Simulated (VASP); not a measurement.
# Pb (Fm-3m) in VASP: single point with PBE

Aim: the single point of Pb with PBE.

Program: VASP 6.6.1. These are calculated values, not measurements. Logs are shortened: lines on timing, memory, paths and dates and some standing lists are left out, and cuts for length are marked.

## Step 1: The cell of the first run

Symmetry: Fm-3m, No. 225, cubic system. The conventional cell has a = 5.042 Å, b = 5.042 Å, c = 5.042 Å, α = 90.00°, β = 90.00°, γ = 90.00°. Pb (site symmetry m-3m) has 12 Pb at 3.57 Å within 4.7 Å.

## Step 2: Single point, PBE

File INCAR:

```
SYSTEM = Pb
ALGO = Fast ; EDIFF = 1E-6
ENCUT = 520 ; GGA = PE
ISIF = 2 ; ISMEAR = 0
ISYM = 0 ; LASPH = .True.
LCHARG = .True. ; LELF = .True.
LREAL = .False. ; LVHAR = .True.
LWAVE = .False. ; NBANDS = 13
NELM = 100 ; PREC = Accurate
SIGMA = 0.1
```

File KPOINTS:

```
k-points
0
Gamma
  10 10 14
  0 0 0
```

File POSCAR:

```
Pb
1.0
    3.5652332684      0.0000000000      0.0000000000
    0.0000000000      3.5652332684      0.0000000000
    1.7826166342      1.7826166342      2.5210006206
Pb
1
Direct
    0.0000000000      0.0000000000      0.0000000000
```

Potentials or basis: VASP PAW PBE potentials, release 64 (Pb_d).

The run is started by

```
$ cat potpaw_PBE.64/Pb_d/POTCAR > POTCAR
$ mpirun -np 1 vasp_std > vasp.out
```

OUTCAR:

```text
SYSTEM = Pb
   EDIFF = 1E-6
   ENCUT = 520
   GGA = PE
   ISIF = 2
   ISMEAR = 0
   ISYM = 0
   LASPH = .True.
   LREAL = .False.
   NELM = 100
   PREC = Accurate

 ion  position               nearest neighbor table
   1  0.000  0.000  0.000-

IMPORTANT INFORMATION: All symmetrisations will be switched off!
NOSYMM: (Re-)initialisation of all symmetry stuff for point group C_1.

----------------------------------------------------------------------------------------

                                     Primitive cell

  volume of cell :      32.0442

  direct lattice vectors                    reciprocal lattice vectors
     3.565233268  0.000000000  0.000000000     0.280486556  0.000000000 -0.198333946
     0.000000000  3.565233268  0.000000000     0.000000000  0.280486556 -0.198333946
     1.782616634  1.782616634  2.521000621     0.000000000  0.000000000  0.396667891

  length of vectors
     3.565233268  3.565233268  3.565233268     0.343524471  0.343524471  0.396667891

  position of ions in fractional coordinates (direct lattice)
     0.000000000  0.000000000  0.000000000

  ion indices of the primitive-cell ions
   primitive index   ion index
                 1           1

----------------------------------------------------------------------------------------

 KPOINTS: k-points

Automatic generation of k-mesh.
 Grid dimensions read from file:
 generate k-points for:   10   10   14

 Generating k-lattice:

  Cartesian coordinates                     Fractional coordinates (reciprocal lattice)
     0.028048656  0.000000000 -0.019833395     0.100000000  0.000000000 -0.000000000
     0.000000000  0.028048656 -0.019833395     0.000000000  0.100000000 -0.000000000
     0.000000000  0.000000000  0.028333421     0.000000000  0.000000000  0.071428571

  Length of vectors
     0.034352447  0.034352447  0.028333421

  Shift w.r.t. Gamma in fractional coordinates (k-lattice)
     0.000000000  0.000000000  0.000000000

 -----------------------------------------------------------------------------
|                                                                             |
|           W    W    AA    RRRRR   N    N  II  N    N   GGGG   !!!           |
|           W    W   A  A   R    R  NN   N  II  NN   N  G    G  !!!           |
|           W    W  A    A  R    R  N N  N  II  N N  N  G       !!!           |
|           W WW W  AAAAAA  RRRRR   N  N N  II  N  N N  G  GGG   !            |
|           WW  WW  A    A  R   R   N   NN  II  N   NN  G    G                |
|           W    W  A    A  R    R  N    N  II  N    N   GGGG   !!!           |
|                                                                             |
|     Your reciprocal lattice and k-lattice belong to different lattice       |
|     classes:                                                                |
|                                                                             |
|        The reciprocal lattice is body-centered cubic,                       |
|        whereas your k-lattice is base-centered monoclinic.                  |
|                                                                             |
|     Results are often still useful ...                                      |
|                                                                             |
 -----------------------------------------------------------------------------

 WARNING: IBZKPT: internal override: KBLOWUP is changed to .FALSE.
      ... skipping the blow-up phase ...

 Subroutine IBZKPT returns following result:
 ===========================================

 Found    704 irreducible k-points:

 Following reciprocal coordinates:
            Coordinates               Weight
  0.000000  0.000000  0.000000      1.000000
  0.100000  0.000000  0.000000      2.000000
  0.200000  0.000000  0.000000      2.000000
  0.300000  0.000000  0.000000      2.000000
  0.400000  0.000000 -0.000000      2.000000
  0.500000  0.000000  0.000000      1.000000
[... 16 lines left out ...]
 -0.400000  0.200000  0.000000      2.000000
 -0.300000  0.200000  0.000000      2.000000
 [... further k-points ...]
   k-points           NKPTS =    704   k-points in BZ     NKDIM =    704   number of bands    NBANDS=     13
   number of dos      NEDOS =    301   number of ions     NIONS =      1
   total plane-waves  NPLWV =  21952
   dimension x,y,z NGX =    28 NGY =   28 NGZ =   28
   dimension x,y,z NGXF=    56 NGYF=   56 NGZF=   56
   ions per type =               1
   NGX,Y,Z   is equivalent  to a cutoff of  13.06, 13.06, 13.06 a.u.
   NGXF,Y,Z  is equivalent  to a cutoff of  26.11, 26.11, 26.11 a.u.
 SYSTEM =  Pb
   PREC   = accura    normal or accurate (medium, high low for compatibility)
   ISTART =      0    job   : 0-new  1-cont  2-samecut
   ICHARG =      2    charge: 1-file 2-atom 10-const
   ISPIN  =      1    spin polarized calculation?
   LNONCOLLINEAR =      F non collinear calculations
   LSORBIT =      F    spin-orbit coupling
   LASPH  =      T    aspherical Exc in radial PAW
   ENCUT  =  520.0 eV  38.22 Ry    6.18 a.u.   6.63  6.63  6.63*2*pi/ulx,y,z
   NELM   =    100;   NELMIN=  2; NELMDL= -5     # of ELM steps
   EDIFF  = 0.1E-05   stopping-criterion for ELM
   LREAL  =      F    real-space projection
   EDIFFG = 0.1E-04   stopping-criterion for IOM
   NSW    =      0    number of steps for IOM
   IBRION =     -1    ionic relax: 0-MD 1-quasi-New 2-CG
   NFREE  =      0    steps in history (QN), initial steepest desc. (CG)
   ISIF   =      2    stress and relaxation
   ISYM   =      0    0-nonsym 1-usesym 2-fastsym
   POTIM  = 0.5000    time-step for ionic-motion
   TEBEG  =    0.0;   TEEND  =   0.0 temperature during run
   PSTRESS=    0.0 pullay stress
   NELECT =      14.0000    total number of electrons
   NUPDOWN=      -1.0000    fix difference up-down
   EMIN   =  10.00;   EMAX   =-10.00  energy-range for DOS
   EFERMI =   0.00;   METHOD = LEGACY
   ISMEAR =     0;   SIGMA  =   0.10  broadening in eV -4-tet -1-fermi 0-gaus
   EFERMI_NEDOS =   21; number of points for ismear=-14 and -15
   IALGO  =     68    algorithm
   IMIX   =      4    mixing-type and parameters
     AMIX     =   0.40;   BMIX     =  1.00
     AMIX_MAG =   1.60;   BMIX_MAG =  1.00
  volume/ion in A,a.u.               =      32.04       216.24
  Fermi-wavevector in a.u.,A,eV,Ry     =   1.242228  2.347470 20.995555  1.543130
  Thomas-Fermi vector in A             =   2.376591
   LORBIT       =      0    0 simple, 1 ext, 2 COOP (PROOUT), +10 PAW based schemes
   GGA     = PE    functional components
   LHFCALC =     F    Hartree Fock is set to
   AEXX    =    0.0000 exact exchange contribution
   IVDW    =     0    specifies the selected vdW correction
   LEPSILON=     F    determine dielectric tensor
   LRPA    =     F    only Hartree local field effects (RPA)
 non-spin polarized calculation
 RMM-DIIS sequential band-by-band and
 Gauss-broadening in eV      SIGMA  =   0.10
  energy-cutoff  :      520.00
  volume of cell :       32.04
 maximum number of plane-waves:       889
   NGX = 13   NGY = 13   NGZ = 13

 number of electron      14.0000003 magnetization

 Free energy of the ion-electron system (eV)
  ---------------------------------------------------
  ext. energy  EPLUGINS =         0.00000000
  ---------------------------------------------------
  free energy    TOTEN  =        -3.56691120 eV

  energy without entropy =       -3.56466992  energy(sigma->0) =       -3.56579056

 E-fermi :   6.7121     XC(G=0):  -9.9228

 val. band max:        6.7072198750   @ k =   0.2000  -0.2000   0.3571
 cond. band min:       6.7199210892   @ k =  -0.1000   0.3000   0.2143
 fundamental gap:      0.0127012142
 Fermi energy:         6.7121237953

 k-point     1 :       0.0000    0.0000    0.0000
  band No.  band energies     occupation
      1     -10.3606      2.00000
      2     -10.3605      2.00000
      3     -10.3598      2.00000
      4     -10.2431      2.00000
      5     -10.2423      2.00000
      6      -4.7135      2.00000
      7      13.6661      0.00000
      8      13.6668      0.00000
      9      13.6674      0.00000
     10      16.4024      0.00000
     11      17.3209      0.00000
     12      18.7652      0.00000
     13      18.7658      0.00000

 k-point     2 :       0.1000    0.0000    0.0000
  band No.  band energies     occupation
      1     -10.3604      2.00000
      2     -10.3489      2.00000
      3     -10.3484      2.00000
      4     -10.2433      2.00000
      5     -10.2425      2.00000
      6      -4.5321      2.00000
      7      11.7427      0.00000
      8      13.4485      0.00000
      9      13.4492      0.00000
     10      15.9697      0.00000
     11      18.2652      0.00000
     12      19.1543      0.00000
     13      19.1551      0.00000

 k-point     3 :       0.2000    0.0000    0.0000
  band No.  band energies     occupation
      1     -10.3621      2.00000
      2     -10.3312      2.00000
      3     -10.3309      2.00000
      4     -10.2304      2.00000
      5     -10.2298      2.00000
      6      -3.9904      2.00000
      7       8.7748      0.00000
      8      12.9602      0.00000
      9      12.9608      0.00000
     10      15.5425      0.00000
     11      18.5885      0.00000
     12      19.1437      0.00000
     13      19.1452      0.00000
[... 305 lines left out ...]
 k-point    23 :      -0.4000    0.2000    0.0000
  band No.  band energies     occupation
      1     -10.4081      2.00000
      2     -10.3283      2.00000
      3     -10.2610      2.00000
      4     -10.2115      2.00000
      5     -10.1359      2.00000
      6      -2.1689      2.00000
      7       5.5996      2.00000
      8       9.4353      0.00000
      9      10.3117      0.00000
     10      13.8372      0.00000
     11      17.0460      0.00000
     12      20.3359      0.00000
     13      20.8219      0.00000

 k-point    24 :      -0.3000    0.2000    0.0000
  band No.  band energies     occupation
      1     -10.4167      2.00000
      2     -10.3194      2.00000
      3     -10.2532      2.00000
      4     -10.2359      2.00000
      5     -10.1758      2.00000
      6      -3.1020      2.00000
      7       7.8696      0.00000
      8      10.4582      0.00000
      9      10.5748      0.00000
     10      14.2702      0.00000
     11      15.2430      0.00000
     12      21.3930      0.00000
     13      21.7930      0.00000

 [... further k-points ...]

------------------------ aborting loop because EDIFF is reached ----------------------------------------

  FORCE on cell =-STRESS in cart. coord.  units (eV):
  Direction    XX          YY          ZZ          XY          YZ          ZX
  --------------------------------------------------------------------------------------
  -------------------------------------------------------------------------------------
  Total       -0.0198094     -0.0197866     -0.0316395      0.0003501      0.0227204      0.0227178
  in kB       -0.9904510     -0.9893112     -1.5819460      0.0175067      1.1359986      1.1358659
  external PRESSURE =      -1.1872361 kB  Pullay stress =       0.0000000 kB

 VOLUME and BASIS-vectors are now :
 -----------------------------------------------------------------------------
  energy-cutoff  :      520.00
  volume of cell :       32.04
      direct lattice vectors                 reciprocal lattice vectors
     3.565233268  0.000000000  0.000000000     0.280486556  0.000000000 -0.198333946
     0.000000000  3.565233268  0.000000000     0.000000000  0.280486556 -0.198333946
     1.782616634  1.782616634  2.521000621     0.000000000  0.000000000  0.396667891

 POSITION                                       TOTAL-FORCE (eV/Angst)
 -----------------------------------------------------------------------------------
      0.00000      0.00000      0.00000         0.000031     -0.000014     -0.000011
 -----------------------------------------------------------------------------------
    total drift:                                0.000031     -0.000014     -0.000011

  FREE ENERGIE OF THE ION-ELECTRON SYSTEM (eV)
  ---------------------------------------------------
  free  energy   TOTEN  =        -3.5669111965 eV

  energy  without entropy=       -3.5646699184  energy(sigma->0) =       -3.56579056
```

Wall time 2 min (1 thread of Intel Xeon 6975P-C (Granite Rapids), shared host); peak memory 0.37 GiB.

Results:

| Item | Value |
| --- | --- |
| Free energy | -3.5669 eV |
| Pressure | -0.1 GPa |
| Band gap on the k mesh | zero (bands 7 and 8 overlap by 8.47 eV) |

Caveat: spin-orbit coupling is left out, which moves the levels of the heavy elements.
